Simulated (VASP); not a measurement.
Set up this calculation in VASP 6.6.1, as the native input.

- Task: single point
- Functional: r2SCAN
- Potentials or basis: VASP PAW PBE potentials, release 64 (Ge_d, Se)
- Cutoff: 550 eV
- k mesh: 2 × 6 × 6
- Occupations: gaussian, width 0.01 eV
- Spin: no spin polarisation
- Dipole correction: no
- Further INCAR settings: ALGO = Normal; EDIFF = 1e-06; NBANDS = 50

The system is GeSe.

```
Ge Se
1.0
    11.01030    0.00000    0.00000
     0.00000    3.80433    0.00000
     0.00000    0.00000    4.53638
Ge Se
4 4
Cartesian
  1.3811 2.8532 4.0194
  6.8863 2.8532 2.7852
  4.1240 0.9511 1.7512
  9.6292 0.9511 0.5170
  9.3765 2.8532 2.2128
  3.8714 2.8532 0.0553
  7.1389 0.9511 4.4810
  1.6338 0.9511 2.3235
```

These files were run (other wordings do the same):

POSCAR

```
GeSe
1.0
   11.0103042339      0.0000000000      0.0000000000
    0.0000000000      3.8043314356      0.0000000000
    0.0000000000      0.0000000000      4.5363774520
Ge Se
4 4
Direct
    0.1254375735      0.7500000000      0.8860310481
    0.6254375735      0.7500000000      0.6139689519
    0.3745624265      0.2500000000      0.3860310481
    0.8745624265      0.2500000000      0.1139689519
    0.8516134864      0.7500000000      0.4877997614
    0.3516134864      0.7500000000      0.0122002386
    0.6483865136      0.2500000000      0.9877997614
    0.1483865136      0.2500000000      0.5122002386
```

INCAR.step1

```
ALGO = Normal ; EDIFF = 1E-5
ENCUT = 550 ; GGA = PE
GGA_COMPAT = False ; ISMEAR = 0
LASPH = True ; LCHARG = False
LREAL = False ; LWAVE = True
NBANDS = 50 ; NELM = 120
PREC = Accurate ; SIGMA = 0.01
```

INCAR.step2

```
ALGO = Normal ; EDIFF = 1E-6
ENCUT = 550 ; GGA_COMPAT = False
ISIF = 2 ; ISMEAR = 0
ISTART = 1 ; LASPH = True
LCHARG = False ; LMIXTAU = True
LREAL = False ; LWAVE = False
METAGGA = R2SCAN ; NBANDS = 50
NELM = 120 ; PREC = Accurate
SIGMA = 0.01
```

KPOINTS

```
k-points
0
Gamma
  2 6 6
```

Potentials or basis: VASP PAW PBE potentials, release 64 (Ge_d, Se).

Run with:

```console
$ cat potpaw_PBE.64/Ge_d/POTCAR potpaw_PBE.64/Se/POTCAR > POTCAR
$ cp INCAR.step1 INCAR
$ mpirun -np 1 vasp_std > vasp.out
$ cp INCAR.step2 INCAR
$ mpirun -np 1 vasp_std > vasp.out
```

It gave:

```
Pressure               : 0.9 GPa
Largest force          : 0.019 eV/Å
Band gap on the k mesh : 1.04 eV
```

Caveat: the PAW data sets were made with another functional, which shifts forces and pressure a little.

Run time: 11 min on 1 thread of Intel(R) Xeon(R) 6975P-C (Granite Rapids), with other jobs on the host, peak memory 0.46 GiB.
